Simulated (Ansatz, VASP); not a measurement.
**MgO in VASP and in Ansatz**

INCAR

```
SYSTEM = MgO
PREC = Accurate
ENCUT = 520
EDIFF = 1E-6
ISMEAR = 0
SIGMA = 0.05
LREAL = .FALSE.
LASPH = .TRUE.
NELM = 100
ALGO = Normal
ISIF = 2
LWAVE = .FALSE.
LCHARG = .FALSE.
GGA = PE
NBANDS = 16
```

File KPOINTS:

```
Automatic mesh
0
G
  9 9 6
  0 0 0
```

File POSCAR:

```
MgO
1.0
    3.3152854007      0.0000000000      0.0000000000
   -1.6576427004      2.8711213778      0.0000000000
    0.0000000000      0.0000000000      5.1215474231
Mg O
2 2
Direct
    0.3090735622      0.6406489578      0.0063188067
    0.6909264378      0.3593510422      0.5063188067
    0.3557480876      0.6907056630      0.3982811933
    0.6442519124      0.3092943370      0.8982811933
```

Input for Ansatz:

```yaml
crystal:
  lattice:
    - [3.3152854007, 0.0, 0.0]
    - [-1.6576427004, 2.8711213778, 0.0]
    - [0.0, 0.0, 5.1215474231]
  atoms:
    - { symbol: Mg, position: [0.3090735622, 0.6406489578, 0.0063188067] }
    - { symbol: Mg, position: [0.6909264378, 0.3593510422, 0.5063188067] }
    - { symbol: O, position: [0.3557480876, 0.690705663, 0.3982811933] }
    - { symbol: O, position: [0.6442519124, 0.309294337, 0.8982811933] }
basis:
  ecutwfc: 520.0
kpoints:
  mp_grid: { grid: [9, 9, 6] }
hamiltonian:
  xc: pbe
  pseudopotentials: { kind: paw, azcp: { folder: soft_1 } }
scf:
  occupations: { method: gaussian, width: 0.05 }
output:
  forces: true
  stress: true
  eigenvalues: true
```

Change from the starting cell: mode 4 frozen in at -0.037 Å and mode 5 at -0.075 Å (largest displacements).

Alike in both runs: task single point; functional PBE; k mesh 9 × 9 × 6; occupations gaussian, width 0.05 eV; no spin polarisation.

|  | VASP | Ansatz |
| --- | --- | --- |
| version | VASP 6.6.1 | Ansatz 0.2.0 |
| potentials or method | VASP PAW PBE potentials, release 64 (Mg, O), cutoff 520 eV | scalar-relativistic, plane waves, PAW |
| valence electrons in the cell | 16 | 32 |

Ansatz gave:

| Item | Value |
| --- | --- |
| gap on the k mesh at the Fermi level (eV) | 3.36 |
| least direct gap on the mesh (eV) | 3.36 |
| pressure (GPa) | -0.1 |
| traceless stress, the component that is largest in VASP (GPa) | -0.21 |
| rms of the force components (eV/Å) | 0.124 |

Question: Estimate VASP's values.

Answer: gap on the k mesh at the Fermi level (eV): 3.34; least direct gap on the mesh (eV): 3.34; pressure (GPa): -0.6; traceless stress, the component that is largest in VASP (GPa): -0.22; rms of the force components (eV/Å): 0.125.

Atom by atom the forces differ by 0.001 eV/Å (rms over components). VASP's potentials hold 16 valence electrons a cell and Ansatz's 32, so a difference there can come from the potentials and not from the codes.
